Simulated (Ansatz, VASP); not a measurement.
## Si: VASP beside Ansatz

Contents of INCAR:

```
PREC = Accurate
ENCUT = 600
EDIFF = 1E-6
ISMEAR = -1
SIGMA = 0.1
LREAL = False
LASPH = True
NELM = 80
ALGO = Normal
ISIF = 3
LWAVE = False
LCHARG = False
GGA = PS
IBRION = 2
NSW = 80
EDIFFG = -0.01
```

Contents of KPOINTS:

```
regular mesh
0
Gamma
  14 14 14
```

POSCAR

```
Si
1.0
    0.0000000000      1.9581061854      1.9581061854
    1.9581061854      0.0000000000      1.9581061854
    1.9581061854      1.9581061854      0.0000000000
Si
1
Direct
    0.0000000000      0.0000000000      0.0000000000
```

Input for Ansatz:

```yaml
crystal:
  lattice:
    - [0.0, 1.9581061854, 1.9581061854]
    - [1.9581061854, 0.0, 1.9581061854]
    - [1.9581061854, 1.9581061854, 0.0]
  atoms:
    - { symbol: Si, position: [0.0, 0.0, 0.0] }
hamiltonian:
  xc: pbesol
  pseudopotentials:
    kind: paw
    azcp:
      Si: "pseudopotentials/Si.paw.azcp"
basis:
  ecutwfc: 420
  fft_grid_basis: typed
kpoints:
  mp_grid: { grid: [14, 14, 14], shift: [0, 0, 0] }
magnetization:
  spin_polarized: false
scf:
  occupations: { method: fermi_dirac, width: 0.1 }
relax:
  max_steps: 60
  f_tol: 0.01
  cell: {}
```

Alike in both runs: task relaxation of cell and atoms; functional PBEsol; k mesh 14 × 14 × 14; occupations fermi-dirac, width 0.1 eV; no spin polarisation.

|  | VASP | Ansatz |
| --- | --- | --- |
| version | VASP 6.6.1 | Ansatz 0.2.0 |
| potentials or method | VASP PAW PBE potentials, release 64 (Si), cutoff 600 eV | plane waves (420 eV) with PAW, scalar-relativistic |
| valence electrons in the cell | 4 | 4 |

Ansatz gave:

- relaxed volume (Å³/atom): 14.03
- relaxed cell length with the largest relative difference (Å): 2.707

Question: Which values does VASP return?

Answer: Relaxed volume (Å³/atom): 14.04; relaxed cell length with the largest relative difference (Å): 2.708.

VASP's potentials were made for PBE, not for PBEsol, and Ansatz warns of the same on its side.
